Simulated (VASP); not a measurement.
Runs of VASP 6.6.1 on In4O5. The typed cell holds 9 atoms: a = 5.782 Å, b = 5.782 Å, c = 5.782 Å, α = 56.65°, β = 56.65°, γ = 56.65°. 

```csv
level,smearing,grid for exact exchange (PRECFOCK),screening parameter,gap on the mesh (eV),pressure (GPa),largest force (eV/Å)
PBE,fermi-dirac 0.01 eV,-,-,4.52,8.8,1.13
PBE,gaussian 0.01 eV,-,-,4.52,8.8,1.13
HSE06,fermi-dirac 0.01 eV,Fast,0.2079 1/Å,6.27,(a),1.07
HSE06,gaussian 0.01 eV,Fast,0.2079 1/Å,6.27,0.6,1.07
```

Alike in all rows: task single point; potentials or basis VASP PAW PBE potentials, release 64 (In_d, O); no spin polarisation; cell as given; k mesh 1 × 1 × 1; cutoff (eV) 520.

Question: Estimate the missing entries.

Answer: (a) 0.5.

Caveats: all runs use coarse meshes; spin-orbit coupling is left out, which moves the levels of the heavy elements; forces of over 1 eV/Å act on the atoms, so gaps and moduli don't describe the material at rest (some runs); the PAW data sets were made with another functional, which shifts forces and pressure a little (some runs).

A k mesh can miss the band edges, and the runs leave out spin-orbit coupling on In.
